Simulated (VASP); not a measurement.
# NbI2 in VASP: single point with r2SCAN

Aim: the single point of NbI2 with r2SCAN.

All numbers are computed with VASP 6.6.1; they aren't measurements. Logs are shortened: lines on timing, memory, paths and dates and some standing lists are left out, and cuts for length are marked.

## Step 1: The cell of the first run

The typed cell holds 3 atoms: a = 4.781 Å, b = 4.781 Å, c = 5.027 Å, α = 90.00°, β = 90.00°, γ = 120.00°.

## Step 2: Single point, r2SCAN

POSCAR

```
NbI2
1.0
    4.7806763600      0.0000000000      0.0000000000
   -2.3903376700      4.1401885900      0.0000000000
    0.0000000000      0.0000000000      5.0266272600
I Nb
2 1
Direct
    0.3333000000      0.6667000000      0.5000000000
    0.6666000000      0.3333000000      0.5000000000
    0.0000000000      0.0000000000      0.0000000000
```

INCAR.step1

```
ALGO = Normal
EDIFF = 1E-4
ENCUT = 520
GGA = PE
ISMEAR = -5
LASPH = True
LCHARG = False
LMAXMIX = 4
LREAL = False
LWAVE = True
NELM = 100
PREC = Accurate
SIGMA = 0.1
```

INCAR.step2

```
ALGO = Normal
EDIFF = 1E-6
ENCUT = 520
ISIF = 2
ISMEAR = -1
ISTART = 1
LASPH = True
LCHARG = False
LMAXMIX = 4
LMIXTAU = True
LORBIT = 11
LREAL = False
LWAVE = False
METAGGA = R2SCAN
NELM = 100
PREC = Accurate
SIGMA = 0.1
```

KPOINTS

```
k-points
0
Gamma
  8 8 7
```

Potentials or basis: VASP PAW PBE potentials, release 64 (I, Nb_sv).

Command:

```bash
$ cat potpaw_PBE.64/I/POTCAR potpaw_PBE.64/Nb_sv/POTCAR > POTCAR
$ cp INCAR.step1 INCAR
$ mpirun -np 1 vasp_std > vasp.out
$ cp INCAR.step2 INCAR
$ mpirun -np 1 vasp_std > vasp.out
```

OUTCAR:

```text
EDIFF = 1E-6
   ENCUT = 520
   ISIF = 2
   ISMEAR = -1
   ISTART = 1
   LASPH = True
   LORBIT = 11
   LREAL = False
   METAGGA = R2SCAN
   NELM = 100
   PREC = Accurate

 ion  position               nearest neighbor table
   1  0.333  0.667  0.500-   2 2.76   2 2.76   2 2.76
   2  0.667  0.333  0.500-   1 2.76   1 2.76   1 2.76
   3  0.000  0.000  0.000-

  LATTYP: Found a hexagonal cell.
 ALAT       =     4.7806763600
 C/A-ratio  =     1.0514468836

  Lattice vectors:

 A1 = (   4.7806763600,   0.0000000000,   0.0000000000)
 A2 = (  -2.3903376700,   4.1401885900,   0.0000000000)
 A3 = (   0.0000000000,   0.0000000000,   5.0266272600)

Analysis of symmetry for initial positions (statically):
=====================================================================
 Subroutine PRICEL returns:
 Original cell was already a primitive cell.

 Routine SETGRP: Setting up the symmetry group for a
 hexagonal supercell.

 Subroutine GETGRP returns: Found  4 space group operations
 (whereof  4 operations were pure point group operations)
 out of a pool of 24 trial point group operations.

The static configuration has the point symmetry C_2v.

Analysis of symmetry for dynamics (positions and initial velocities):
=====================================================================
 Subroutine PRICEL returns:
 Original cell was already a primitive cell.

 Routine SETGRP: Setting up the symmetry group for a
 hexagonal supercell.

 Subroutine GETGRP returns: Found  4 space group operations
 (whereof  4 operations were pure point group operations)
 out of a pool of 24 trial point group operations.

The dynamic configuration has the point symmetry C_2v.

 Subroutine INISYM returns: Found  4 space group operations
 (whereof  4 operations are pure point group operations),
 and found     1 'primitive' translations

----------------------------------------------------------------------------------------

                                     Primitive cell

  volume of cell :      99.4915

  direct lattice vectors                    reciprocal lattice vectors
     4.780676360  0.000000000  0.000000000     0.209175423  0.120767420  0.000000000
    -2.390337670  4.140188590  0.000000000     0.000000000  0.241534891  0.000000000
     0.000000000  0.000000000  5.026627260     0.000000000  0.000000000  0.198940552

  length of vectors
     4.780676360  4.780677330  5.026627260     0.241534940  0.241534891  0.198940552

  position of ions in fractional coordinates (direct lattice)
     0.333300000  0.666700000  0.500000000
     0.666600000  0.333300000  0.500000000
     0.000000000  0.000000000  0.000000000

  ion indices of the primitive-cell ions
   primitive index   ion index
                 1           1
                 2           2
                 3           3

----------------------------------------------------------------------------------------

 KPOINTS: k-points

Automatic generation of k-mesh.
 Grid dimensions read from file:
 generate k-points for:    8    8    7

 Generating k-lattice:

  Cartesian coordinates                     Fractional coordinates (reciprocal lattice)
     0.026146928  0.015095927  0.000000000     0.125000000  0.000000000  0.000000000
     0.000000000  0.030191861  0.000000000     0.000000000  0.125000000  0.000000000
     0.000000000  0.000000000  0.028420079     0.000000000  0.000000000  0.142857143

  Length of vectors
     0.030191868  0.030191861  0.028420079

  Shift w.r.t. Gamma in fractional coordinates (k-lattice)
     0.000000000  0.000000000  0.000000000

 Subroutine IBZKPT returns following result:
 ===========================================

 Found     84 irreducible k-points:

 Following reciprocal coordinates:
            Coordinates               Weight
  0.000000  0.000000  0.000000      1.000000
  0.125000 -0.000000  0.000000      4.000000
  0.000000  0.125000  0.000000      2.000000
  0.250000 -0.000000  0.000000      4.000000
  0.000000  0.250000  0.000000      2.000000
  0.375000 -0.000000  0.000000      4.000000
[... 16 lines left out ...]
  0.125000 -0.000000  0.142857      8.000000
  0.000000  0.125000  0.142857      4.000000
 [... further k-points ...]
   k-points           NKPTS =     84   k-points in BZ     NKDIM =     84   number of bands    NBANDS=     17
   number of dos      NEDOS =    301   number of ions     NIONS =      3
   total plane-waves  NPLWV =  51840
   dimension x,y,z NGX =    36 NGY =   36 NGZ =   40
   dimension x,y,z NGXF=    72 NGYF=   72 NGZF=   80
   ions per type =               2   1
   NGX,Y,Z   is equivalent  to a cutoff of  12.52, 12.52, 13.23 a.u.
   NGXF,Y,Z  is equivalent  to a cutoff of  25.04, 25.04, 26.46 a.u.
 SYSTEM =  unknown system
   PREC   = accura    normal or accurate (medium, high low for compatibility)
   ISTART =      1    job   : 0-new  1-cont  2-samecut
   ICHARG =      0    charge: 1-file 2-atom 10-const
   ISPIN  =      1    spin polarized calculation?
   LNONCOLLINEAR =      F non collinear calculations
   LSORBIT =      F    spin-orbit coupling
   LASPH  =      T    aspherical Exc in radial PAW
   ENCUT  =  520.0 eV  38.22 Ry    6.18 a.u.   8.89  8.89  9.35*2*pi/ulx,y,z
   NELM   =    100;   NELMIN=  2; NELMDL=  0     # of ELM steps
   EDIFF  = 0.1E-05   stopping-criterion for ELM
   LREAL  =      F    real-space projection
   EDIFFG = 0.1E-04   stopping-criterion for IOM
   NSW    =      0    number of steps for IOM
   IBRION =     -1    ionic relax: 0-MD 1-quasi-New 2-CG
   NFREE  =      0    steps in history (QN), initial steepest desc. (CG)
   ISIF   =      2    stress and relaxation
   ISYM   =      2    0-nonsym 1-usesym 2-fastsym
   POTIM  = 0.5000    time-step for ionic-motion
   TEBEG  =    0.0;   TEEND  =   0.0 temperature during run
   PSTRESS=    0.0 pullay stress
   NELECT =      27.0000    total number of electrons
   NUPDOWN=      -1.0000    fix difference up-down
   EMIN   =  10.00;   EMAX   =-10.00  energy-range for DOS
   EFERMI =   0.00;   METHOD = LEGACY
   ISMEAR =    -1;   SIGMA  =   0.10  broadening in eV -4-tet -1-fermi 0-gaus
   EFERMI_NEDOS =   21; number of points for ismear=-14 and -15
   IALGO  =     38    algorithm
   IMIX   =      4    mixing-type and parameters
     AMIX     =   0.40;   BMIX     =  1.00
     AMIX_MAG =   1.60;   BMIX_MAG =  1.00
  volume/ion in A,a.u.               =      33.16       223.80
  Fermi-wavevector in a.u.,A,eV,Ry     =   1.059906  2.002932 15.284796  1.123401
  Thomas-Fermi vector in A             =   2.195268
   LORBIT       =     11    0 simple, 1 ext, 2 COOP (PROOUT), +10 PAW based schemes
   METAGGA = R2SCAN    functional components
   LHFCALC =     F    Hartree Fock is set to
   AEXX    =    0.0000 exact exchange contribution
   IVDW    =     0    specifies the selected vdW correction
   LEPSILON=     F    determine dielectric tensor
   LRPA    =     F    only Hartree local field effects (RPA)
 non-spin polarized calculation
  energy-cutoff  :      520.00
  volume of cell :       99.49
 maximum number of plane-waves:      2700
   NGX = 17   NGY = 17   NGZ = 19

 number of electron      27.0000002 magnetization

 Free energy of the ion-electron system (eV)
  ---------------------------------------------------
  ext. energy  EPLUGINS =         0.00000000
  ---------------------------------------------------
  free energy    TOTEN  =       -65.39097499 eV

  energy without entropy =      -65.11077317  energy(sigma->0) =      -65.25087408

 E-fermi :   6.7587     XC(G=0):  -9.6733

 val. band max:        6.7546972529   @ k =  -0.3750   0.2500   0.4286
 cond. band min:       6.7597066959   @ k =   0.2500   0.1250   0.4286
 fundamental gap:      0.0050094430
 Fermi energy:         6.7586540768

 k-point     1 :       0.0000    0.0000    0.0000
  band No.  band energies     occupation
      1     -50.7932      2.00000
      2     -26.1852      2.00000
      3     -26.1847      2.00000
      4     -26.1162      2.00000
      5     -10.6494      2.00000
      6      -5.1835      2.00000
[... 9 lines left out ...]
     16       6.7336      1.12454
     17       6.9317      0.30106

 k-point     2 :       0.1250   -0.0000    0.0000
  band No.  band energies     occupation
      1     -50.7932      2.00000
      2     -26.1857      2.00000
      3     -26.1849      2.00000
      4     -26.1161      2.00000
      5     -10.5384      2.00000
      6      -5.6069      2.00000
[... 9 lines left out ...]
     16       6.8104      0.74679
     17       6.8952      0.40678

 k-point     3 :       0.0000    0.1250    0.0000
  band No.  band energies     occupation
      1     -50.7932      2.00000
      2     -26.1853      2.00000
      3     -26.1853      2.00000
      4     -26.1161      2.00000
      5     -10.5384      2.00000
      6      -5.6072      2.00000
[... 9 lines left out ...]
     16       6.8243      0.68304
     17       6.8971      0.40060

 k-point     4 :       0.2500   -0.0000    0.0000
  band No.  band energies     occupation
      1     -50.7931      2.00000
      2     -26.1871      2.00000
      3     -26.1853      2.00000
      4     -26.1160      2.00000
      5     -10.2170      2.00000
      6      -6.5178      2.00000
[... 9 lines left out ...]
     16       7.1022      0.06240
     17       7.2220      0.01925
[... 343 lines left out ...]
      1     -50.7932      2.00000
      2     -26.1851      2.00000
      3     -26.1847      2.00000
      4     -26.1165      2.00000
      5     -10.6397      2.00000
      6      -5.1776      2.00000
[... 9 lines left out ...]
     16       6.6434      1.51988
     17       7.1440      0.04154

 k-point    23 :       0.1250   -0.0000    0.1429
  band No.  band energies     occupation
      1     -50.7932      2.00000
      2     -26.1857      2.00000
      3     -26.1849      2.00000
      4     -26.1164      2.00000
      5     -10.5293      2.00000
      6      -5.6006      2.00000
[... 9 lines left out ...]
     16       6.7349      1.11813
     17       7.1092      0.05830

 k-point    24 :       0.0000    0.1250    0.1429
  band No.  band energies     occupation
      1     -50.7932      2.00000
      2     -26.1853      2.00000
      3     -26.1853      2.00000
      4     -26.1164      2.00000
      5     -10.5292      2.00000
      6      -5.6008      2.00000
[... 9 lines left out ...]
     16       6.7334      1.12551
     17       7.1083      0.05882

 [... further k-points ...]

------------------------ aborting loop because EDIFF is reached ----------------------------------------

  FORCE on cell =-STRESS in cart. coord.  units (eV):
  Direction    XX          YY          ZZ          XY          YZ          ZX
  --------------------------------------------------------------------------------------
  -------------------------------------------------------------------------------------
  Total       11.2385217     11.2677111     -6.2915968      0.0000014      0.0000000      0.0000000
  in kB      180.9812662    181.4513216   -101.3176991      0.0000224      0.0000000      0.0000000
  external PRESSURE =      87.0382962 kB  Pullay stress =       0.0000000 kB

 VOLUME and BASIS-vectors are now :
 -----------------------------------------------------------------------------
  energy-cutoff  :      520.00
  volume of cell :       99.49
      direct lattice vectors                 reciprocal lattice vectors
     4.780676360  0.000000000  0.000000000     0.209175423  0.120767420  0.000000000
    -2.390337670  4.140188590  0.000000000     0.000000000  0.241534891  0.000000000
     0.000000000  0.000000000  5.026627260     0.000000000  0.000000000  0.198940552

 POSITION                                       TOTAL-FORCE (eV/Angst)
 -----------------------------------------------------------------------------------
     -0.00024      2.76026      2.51331        -0.000400      0.002039      0.000000
      2.39010      1.37992      2.51331        -0.000400     -0.002039      0.000000
      0.00000      0.00000      0.00000         0.000800      0.000000      0.000000
 -----------------------------------------------------------------------------------
    total drift:                               -0.000035      0.000000     -0.000000

  FREE ENERGIE OF THE ION-ELECTRON SYSTEM (eV)
  ---------------------------------------------------
  free  energy   TOTEN  =       -65.3909749914 eV

  energy  without entropy=      -65.1107731681  energy(sigma->0) =      -65.25087408

 total charge

# of ion       s       p       d       tot
------------------------------------------
    1        1.587   2.676   0.115   4.378
    2        1.587   2.676   0.115   4.378
    3        2.098   5.875   2.552  10.525
--------------------------------------------------
tot          5.273  11.227   2.782  19.281
```

Run time: 22 min. Hardware: 1 thread of Intel Xeon Platinum 8259CL at 2.50GHz (Skylake/Cascade Lake), shared host; peak memory 0.34 GiB.

Results:

| Item | Value |
| --- | --- |
| Free energy | -65.3910 eV |
| Pressure | 8.7 GPa |
| Band gap on the k mesh | zero (an odd number of electrons rules out a gap without spin polarisation) |
| Valence electrons inside the program's atomic spheres | I 4.38; Nb 10.53 |

Forces on the atoms (eV/Å):
```
I    0.000  0.002  0.000
I    0.000 -0.002  0.000
Nb   0.001  0.000  0.000
```

Stress tensor (GPa, compression positive):
```
 18.10   0.00   0.00
  0.00  18.15   0.00
  0.00   0.00 -10.13
```

Caveat: the cell stands under pressure; the PAW data sets were made with another functional, which shifts forces and pressure a little; spin-orbit coupling is left out, which moves the levels of the heavy elements; an odd number of electrons without spin polarisation forces a metal; a magnetic or distorted state may lie lower.
